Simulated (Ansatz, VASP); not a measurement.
Two plane-wave programs on Mg2GeN2

```xyz
10
Lattice="-3.1317 0.0000 0.0000 0.0000 5.4243 0.0000 1.5659 -0.9041 -7.6446" Properties=species:S:1:pos:R:3 pbc="T T T"
Mg    0.0000    3.6162   -0.8962
Mg   -1.5659    0.9041   -0.8962
Mg   -1.5659    4.5203   -3.0168
Mg    0.0000    1.8081   -3.0168
Ge    0.0000    3.6162   -5.8637
Ge   -1.5659    0.9041   -5.8637
N    -1.5659    2.7122   -1.8993
N     0.0000    0.0000   -1.8993
N    -1.5659    2.7122   -4.9159
N     0.0000    0.0000   -4.9159
```

Alike in both runs: task single point; functional PBE; k mesh 4 × 4 × 4; occupations gaussian, width 0.1 eV; no spin polarisation.

|  | VASP | Ansatz |
| --- | --- | --- |
| version | VASP 6.6.1 | Ansatz 0.2.0 |
| potentials or method | VASP PAW PBE potentials, release 64 (Mg_sv, Ge_d, N), cutoff 750 eV | scalar-relativistic, plane waves, PAW |
| valence electrons in the cell | 88 | 88 |

|  | VASP | Ansatz | Ansatz less VASP |
| --- | --- | --- | --- |
| gap on the k mesh at the Fermi level (eV) | 0.57 | 0.57 | +0.004 |
| least direct gap on the mesh (eV) | 0.57 | 0.57 | +0.004 |
| pressure (GPa) | -0.4 | 0.0 | +0.38 |
| traceless stress, the component that is largest in VASP (GPa) | 0.11 | 0.11 | +0.001 |
| rms of the force components (eV/Å) | 0.010 | 0.012 | +0.0025 |

Atom by atom the forces differ by 0.013 eV/Å (rms over components).

The k mesh is coarse, so the values compare programs but aren't converged.
